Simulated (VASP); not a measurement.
A run of VASP 6.6.1 is set up as follows.

The input INCAR:

```
PREC = Accurate
ENCUT = 600
EDIFF = 1E-6
ISMEAR = 0
SIGMA = 0.01
LREAL = F
LASPH = T
NELM = 120
ALGO = Normal
ISIF = 2
LWAVE = F
LCHARG = F
GGA = PS
NBANDS = 15
GGA_COMPAT = F
```

The input KPOINTS:

```
Automatic mesh
0
Gamma
  10 10 10
```

POSCAR

```
YN
1.0
    0.0000000000      2.4260506881      2.4647604999
    2.4260506881      0.0000000000      2.4647604999
    2.4260506881      2.4260506881      0.0000000000
Y N
1 1
Direct
    0.0000000000      0.0000000000      0.0000000000
    0.5000000000      0.5000000000      0.5000000000
```

Potentials or basis: VASP PAW PBE potentials, release 64 (Y_sv, N).

The run is started by

```console
$ cat potpaw_PBE.64/Y_sv/POTCAR potpaw_PBE.64/N/POTCAR > POTCAR
$ mpirun -np 1 vasp_std > vasp.out
```

(1) What does it give for the pressure?

(2) What does it give for the band gap on the k mesh?

Results:

(1) -2.3 GPa.

(2) 0.06 eV, indirect (least direct gap 0.44 eV).

Caveat: the cell differs from its parent crystal (strained cell); the PAW data sets were made with another functional, which shifts forces and pressure a little.
